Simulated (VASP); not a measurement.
# HfO3 (Pm-3n) in VASP: notebook

The runs below take HfO3 through relaxation of cell and atoms, with PBE.

All numbers are computed with VASP 6.6.1; they aren't measurements. Logs are shortened: lines on timing, memory, paths and dates and some standing lists are left out, and cuts for length are marked.

### Step 1. The cell of the first run

Symmetry: Pm-3n, No. 223, cubic system. Conventional cell: a = 4.776 Å, b = 4.776 Å, c = 4.776 Å, α = 90.00°, β = 90.00°, γ = 90.00°. Hf (site symmetry m-3) has 12 O at 2.67 Å within 3.5 Å. Within 3.2 Å of O (site symmetry -4m2) lie 10 O at 2.39 to 2.92 Å and 4 Hf at 2.67 Å.

### Step 2. Relaxation of cell and atoms, PBE

INCAR

```
SYSTEM = HfO3
PREC = Accurate ; ENCUT = 600
EDIFF = 1E-7 ; ISMEAR = 0
SIGMA = 0.1 ; LREAL = .False.
LASPH = .True. ; NELM = 100
ALGO = Normal ; ISIF = 3
LWAVE = .False. ; LCHARG = .False.
GGA = PE ; IBRION = 2
NSW = 90 ; EDIFFG = -0.04
```

KPOINTS

```
Automatic mesh
0
Gamma
  4 4 4
  0 0 0
```

POSCAR

```
HfO3
1.0
    4.7759899300      0.0000000000      0.0000000000
    0.0000000000      4.7759899300      0.0000000000
    0.0000000000      0.0000000000      4.7759899300
Hf O
2 6
Direct
    0.0000000000      0.0000000000      0.0000000000
    0.5000000000      0.5000000000      0.5000000000
    0.2500000000      0.0000000000      0.5000000000
    0.7500000000      0.0000000000      0.5000000000
    0.5000000000      0.2500000000      0.0000000000
    0.5000000000      0.7500000000      0.0000000000
    0.0000000000      0.5000000000      0.2500000000
    0.0000000000      0.5000000000      0.7500000000
```

Potentials or basis: VASP PAW PBE potentials, release 64 (Hf_pv, O).

Command:

```
> cat potpaw_PBE.64/Hf_pv/POTCAR potpaw_PBE.64/O/POTCAR > POTCAR
> mpirun -np 1 vasp_std > vasp.out
```

OUTCAR:

```text
SYSTEM = HfO3
   PREC = Accurate
   ENCUT = 600
   EDIFF = 1E-7
   ISMEAR = 0
   LREAL = .False.
   LASPH = .True.
   NELM = 100
   ISIF = 3
   GGA = PE
   IBRION = 2
   NSW = 90
   EDIFFG = -0.04

 ion  position               nearest neighbor table
   1  0.000  0.000  0.000-   3 2.67   4 2.67   5 2.67   6 2.67   7 2.67   8 2.67   3 2.67   4 2.67
                             7 2.67   8 2.67   5 2.67   6 2.67
   2  0.500  0.500  0.500-   3 2.67   4 2.67   5 2.67   6 2.67   7 2.67   8 2.67   5 2.67   6 2.67
                             3 2.67   4 2.67   7 2.67   8 2.67
   3  0.250  0.000  0.500-   1 2.67   2 2.67   1 2.67   2 2.67
   4  0.750  0.000  0.500-   1 2.67   2 2.67   1 2.67   2 2.67
   5  0.500  0.250  0.000-   1 2.67   2 2.67   2 2.67   1 2.67
   6  0.500  0.750  0.000-   1 2.67   2 2.67   2 2.67   1 2.67
   7  0.000  0.500  0.250-   1 2.67   2 2.67   1 2.67   2 2.67
   8  0.000  0.500  0.750-   1 2.67   2 2.67   1 2.67   2 2.67

  LATTYP: Found a simple cubic cell.
 ALAT       =     4.7759899300

  Lattice vectors:

 A1 = (   4.7759899300,   0.0000000000,   0.0000000000)
 A2 = (   0.0000000000,   4.7759899300,   0.0000000000)
 A3 = (   0.0000000000,   0.0000000000,   4.7759899300)

Analysis of symmetry for initial positions (statically):
=====================================================================
 Subroutine PRICEL returns:
 Original cell was already a primitive cell.

 Routine SETGRP: Setting up the symmetry group for a
 simple cubic supercell.

 Subroutine GETGRP returns: Found 48 space group operations
 (whereof 24 operations were pure point group operations)
 out of a pool of 48 trial point group operations.

The static configuration has the point symmetry T_h .
 The point group associated with its full space group is O_h .

Analysis of symmetry for dynamics (positions and initial velocities):
=====================================================================
 Subroutine PRICEL returns:
 Original cell was already a primitive cell.

 Routine SETGRP: Setting up the symmetry group for a
 simple cubic supercell.

 Subroutine GETGRP returns: Found 48 space group operations
 (whereof 24 operations were pure point group operations)
 out of a pool of 48 trial point group operations.

The dynamic configuration has the point symmetry T_h .
 The point group associated with its full space group is O_h .

 Subroutine INISYM returns: Found 48 space group operations
 (whereof 24 operations are pure point group operations),
 and found     1 'primitive' translations

----------------------------------------------------------------------------------------

                                     Primitive cell

  volume of cell :     108.9407

  direct lattice vectors                    reciprocal lattice vectors
     4.775989930  0.000000000  0.000000000     0.209380676  0.000000000  0.000000000
     0.000000000  4.775989930  0.000000000     0.000000000  0.209380676  0.000000000
     0.000000000  0.000000000  4.775989930     0.000000000  0.000000000  0.209380676

  length of vectors
     4.775989930  4.775989930  4.775989930     0.209380676  0.209380676  0.209380676

  position of ions in fractional coordinates (direct lattice)
     0.000000000  0.000000000  0.000000000
     0.500000000  0.500000000  0.500000000
     0.250000000  0.000000000  0.500000000
     0.750000000  0.000000000  0.500000000
     0.500000000  0.250000000  0.000000000
     0.500000000  0.750000000  0.000000000
     0.000000000  0.500000000  0.250000000
     0.000000000  0.500000000  0.750000000

  ion indices of the primitive-cell ions
   primitive index   ion index
                 1           1
                 2           2
                 3           3
                 4           4
                 5           5
                 6           6
                 7           7
                 8           8

----------------------------------------------------------------------------------------

 KPOINTS: Automatic mesh

Automatic generation of k-mesh.
 Grid dimensions read from file:
 generate k-points for:    4    4    4

 Generating k-lattice:

  Cartesian coordinates                     Fractional coordinates (reciprocal lattice)
     0.052345169  0.000000000  0.000000000     0.250000000  0.000000000  0.000000000
     0.000000000  0.052345169  0.000000000     0.000000000  0.250000000  0.000000000
     0.000000000  0.000000000  0.052345169     0.000000000  0.000000000  0.250000000

  Length of vectors
     0.052345169  0.052345169  0.052345169

  Shift w.r.t. Gamma in fractional coordinates (k-lattice)
     0.000000000  0.000000000  0.000000000

 Subroutine IBZKPT returns following result:
 ===========================================

 Found     10 irreducible k-points:

 Following reciprocal coordinates:
            Coordinates               Weight
  0.000000  0.000000  0.000000      1.000000
  0.250000  0.000000  0.000000      6.000000
  0.500000  0.000000  0.000000      3.000000
  0.250000  0.250000  0.000000     12.000000
  0.500000  0.250000  0.000000     12.000000
  0.500000  0.500000  0.000000      3.000000
  0.250000  0.250000  0.250000      8.000000
  0.500000  0.250000  0.250000     12.000000
  0.500000  0.500000  0.250000      6.000000
  0.500000  0.500000  0.500000      1.000000
   k-points           NKPTS =     10   k-points in BZ     NKDIM =     10   number of bands    NBANDS=     33
   number of dos      NEDOS =    301   number of ions     NIONS =      8
   total plane-waves  NPLWV =  64000
   dimension x,y,z NGX =    40 NGY =   40 NGZ =   40
   dimension x,y,z NGXF=    80 NGYF=   80 NGZF=   80
   ions per type =               2   6
   NGX,Y,Z   is equivalent  to a cutoff of  13.92, 13.92, 13.92 a.u.
   NGXF,Y,Z  is equivalent  to a cutoff of  27.85, 27.85, 27.85 a.u.
 SYSTEM =  HfO3
   PREC   = accura    normal or accurate (medium, high low for compatibility)
   ISTART =      0    job   : 0-new  1-cont  2-samecut
   ICHARG =      2    charge: 1-file 2-atom 10-const
   ISPIN  =      1    spin polarized calculation?
   LNONCOLLINEAR =      F non collinear calculations
   LSORBIT =      F    spin-orbit coupling
   LASPH  =      T    aspherical Exc in radial PAW
   ENCUT  =  600.0 eV  44.10 Ry    6.64 a.u.   9.54  9.54  9.54*2*pi/ulx,y,z
   NELM   =    100;   NELMIN=  2; NELMDL= -5     # of ELM steps
   EDIFF  = 0.1E-06   stopping-criterion for ELM
   LREAL  =      F    real-space projection
   EDIFFG = -.4E-01   stopping-criterion for IOM
   NSW    =     90    number of steps for IOM
   IBRION =      2    ionic relax: 0-MD 1-quasi-New 2-CG
   NFREE  =      1    steps in history (QN), initial steepest desc. (CG)
   ISIF   =      3    stress and relaxation
   ISYM   =      2    0-nonsym 1-usesym 2-fastsym
   POTIM  = 0.5000    time-step for ionic-motion
   TEBEG  =    0.0;   TEEND  =   0.0 temperature during run
   PSTRESS=    0.0 pullay stress
   NELECT =      56.0000    total number of electrons
   NUPDOWN=      -1.0000    fix difference up-down
   EMIN   =  10.00;   EMAX   =-10.00  energy-range for DOS
   EFERMI =   0.00;   METHOD = LEGACY
   ISMEAR =     0;   SIGMA  =   0.10  broadening in eV -4-tet -1-fermi 0-gaus
   EFERMI_NEDOS =   21; number of points for ismear=-14 and -15
   IALGO  =     38    algorithm
   IMIX   =      4    mixing-type and parameters
     AMIX     =   0.40;   BMIX     =  1.00
     AMIX_MAG =   1.60;   BMIX_MAG =  1.00
  volume/ion in A,a.u.               =      13.62        91.90
  Fermi-wavevector in a.u.,A,eV,Ry     =   1.311417  2.478219 23.399493  1.719814
  Thomas-Fermi vector in A             =   2.441880
   LORBIT       =      0    0 simple, 1 ext, 2 COOP (PROOUT), +10 PAW based schemes
   GGA     = PE    functional components
   LHFCALC =     F    Hartree Fock is set to
   AEXX    =    0.0000 exact exchange contribution
   IVDW    =     0    specifies the selected vdW correction
   LEPSILON=     F    determine dielectric tensor
   LRPA    =     F    only Hartree local field effects (RPA)
 conjugate gradient relaxation of ions
 non-spin polarized calculation
 Gauss-broadening in eV      SIGMA  =   0.10
  energy-cutoff  :      600.00
  volume of cell :      108.94
 maximum number of plane-waves:      3695
 NGX is ok and might be reduce to    40
   NGX = 19   NGY = 19   NGZ = 19

--------------------------------------- Ionic step        1  -------------------------------------------

 number of electron      56.0000019 magnetization

 Free energy of the ion-electron system (eV)
  ---------------------------------------------------
  ext. energy  EPLUGINS =         0.00000000
  ---------------------------------------------------
  free energy    TOTEN  =       -58.16254154 eV

  energy without entropy =      -58.12752947  energy(sigma->0) =      -58.14503551

 E-fermi :   1.6620     XC(G=0): -10.5977

 val. band max:        1.6461301849   @ k =   0.2500   0.2500   0.0000
 cond. band min:       1.7367199630   @ k =   0.5000   0.5000   0.2500
 fundamental gap:      0.0905897781
 Fermi energy:         1.6620441086

 k-point     1 :       0.0000    0.0000    0.0000
  band No.  band energies     occupation
      1     -30.3782      2.00000
      2     -30.3782      2.00000
      3     -30.3782      2.00000
      4     -30.3561      2.00000
      5     -30.3561      2.00000
      6     -30.3561      2.00000
[... 472 lines left out ...]
  energy  without entropy=      -66.3681134486  energy(sigma->0) =      -66.38776721

--------------------------------------- Ionic step        4  -------------------------------------------

 number of electron      55.9999998 magnetization

 Free energy of the ion-electron system (eV)
  ---------------------------------------------------
  ext. energy  EPLUGINS =         0.00000000
  ---------------------------------------------------
  free energy    TOTEN  =       -66.41102891 eV

  energy without entropy =      -66.37195404  energy(sigma->0) =      -66.39149147

 E-fermi :   5.9745     XC(G=0): -12.9574

 val. band max:        5.9368080212   @ k =   0.5000   0.5000   0.2500
 cond. band min:       5.9897623667   @ k =   0.2500   0.2500   0.0000
 fundamental gap:      0.0529543455
 Fermi energy:         5.9745439336

 k-point     1 :       0.0000    0.0000    0.0000
  band No.  band energies     occupation
      1     -24.6701      2.00000
      2     -24.6701      2.00000
      3     -24.6701      2.00000
      4     -24.4705      2.00000
      5     -24.4705      2.00000
      6     -24.4705      2.00000
[... 384 lines left out ...]
  FREE ENERGIE OF THE ION-ELECTRON SYSTEM (eV)
  ---------------------------------------------------
  free  energy   TOTEN  =       -66.4110289053 eV

  energy  without entropy=      -66.3719540351  energy(sigma->0) =      -66.39149147

 reached required accuracy - stopping structural energy minimisation
```

It took 72 s on 1 thread of Intel Xeon 6975P-C (Granite Rapids), shared host; peak memory 0.26 GiB.

Results:

| Quantity | Value |
| --- | --- |
| Free energy | -66.4110 eV |
| Relaxed volume | 8.74 Å³/atom |
| Relaxed cell | a = 4.120 Å, b = 4.120 Å, c = 4.120 Å, α = 90.00°, β = 90.00°, γ = 90.00° |
| Space group after relaxing (to 0.05 Å) | Pm-3n (No. 223) |
| Energy gained by relaxing | 1031.1 meV/atom |
| Ionic steps | 4 |
| Pressure after relaxing | 0.4 GPa |
| Band gap on the k mesh | zero (band 28 reaches 7.49 eV, above the bottom of band 29 at 3.66 eV) |

The path:
```csv
step,energy change (eV),largest force (eV/Å),pressure (GPa),volume (Å³)
1,0.0000,0.0000,-45.54,108.94
2,-6.0816,0.0000,71.05,58.60
3,-8.2449,0.0000,-2.14,70.60
4,-8.2485,0.0000,0.38,69.94
```

Final structure:
```
CELL_PARAMETERS angstrom
4.12012 0.00000 0.00000
0.00000 4.12012 0.00000
0.00000 0.00000 4.12012
ATOMIC_POSITIONS crystal
Hf 0.00000 0.00000 0.00000
Hf 0.50000 0.50000 0.50000
O 0.25000 0.00000 0.50000
O 0.75000 0.00000 0.50000
O 0.50000 0.25000 0.00000
O 0.50000 0.75000 0.00000
O 0.00000 0.50000 0.25000
O 0.00000 0.50000 0.75000
```

Caveat: the volume moved by over 15 % at a fixed basis, so the end points are rough; spin-orbit coupling is left out, which moves the levels of the heavy elements.

[end of part 1 of 2]
